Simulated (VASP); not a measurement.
## SiO2: single point with r2SCAN

Crystal: SiO2.

```
CELL_PARAMETERS angstrom
-4.57407 4.57407 2.64721
4.57407 -4.57407 2.64721
4.57407 4.57407 -2.64721
ATOMIC_POSITIONS crystal
Si 0.17627 0.17627 0.35255
Si 0.82373 0.17627 0.00000
Si 0.17627 0.82373 0.00000
Si 0.82373 0.82373 0.64745
O 0.50000 0.50000 0.50000
O 0.00000 0.50000 0.00000
O 0.50000 0.00000 0.00000
O 0.00000 0.00000 0.50000
O 0.00000 0.20493 0.20493
O 0.79507 0.00000 0.79507
O 0.20493 0.00000 0.20493
O 0.00000 0.79507 0.79507
```

| Item | Value |
| --- | --- |
| Program | VASP 6.6.1 |
| Task | single point |
| Functional | r2SCAN |
| Potentials or basis | VASP PAW PBE potentials, release 64 (Si, O) |
| Cutoff | 520 eV |
| k mesh | 6 × 6 × 6 |
| Occupations | gaussian, width 0.02 eV |
| Spin | no spin polarisation |

- Pressure: -7.2 GPa
- Largest force: 0.029 eV/Å
- Band gap on the k mesh: 5.90 eV

Forces in eV/Å, atoms in the order of the input:
```
Si   0.020  0.020  0.000
Si   0.020 -0.020  0.000
Si  -0.020  0.020  0.000
Si  -0.020 -0.020  0.000
O    0.000  0.000  0.000
O    0.000  0.000  0.000
O    0.000  0.000  0.000
O    0.000  0.000  0.000
O   -0.009  0.000  0.000
O    0.000  0.009  0.000
O    0.000 -0.009  0.000
O    0.009  0.000  0.000
```

Levels at points of the mesh, in eV from the valence-band top:
| k point | band 28 | band 29 | band 30 | band 31 | band 32 | band 33 | band 34 | band 35 | band 36 | band 37 |
| --- | --- | --- | --- | --- | --- | --- | --- | --- | --- | --- |
| (0.00, 0.00, 0.00) | -1.28 | -0.70 | -0.57 | -0.03 | 0.00 | 5.90 | 8.79 | 9.10 | 9.11 | 9.78 |
| (0.50, 0.00, 0.00) | -1.07 | -1.06 | -0.76 | -0.58 | -0.18 | 8.11 | 8.24 | 9.18 | 9.34 | 9.74 |
| (0.50, 0.50, 0.00) | -0.73 | -0.44 | -0.32 | -0.30 | -0.19 | 7.03 | 7.43 | 9.08 | 9.44 | 9.82 |
| (0.50, 0.50, 0.50) | -0.93 | -0.93 | -0.10 | 0.00 | 0.00 | 7.98 | 7.98 | 8.10 | 8.54 | 9.33 |

Run time: 23 min on 1 thread of Oxide Virtual Turin-like Processor, on a shared host, peak memory 0.5 GiB.

Caveat: the cell stands under tension; the PAW data sets were made with another functional, which shifts forces and pressure a little. A k mesh can miss the band edges.
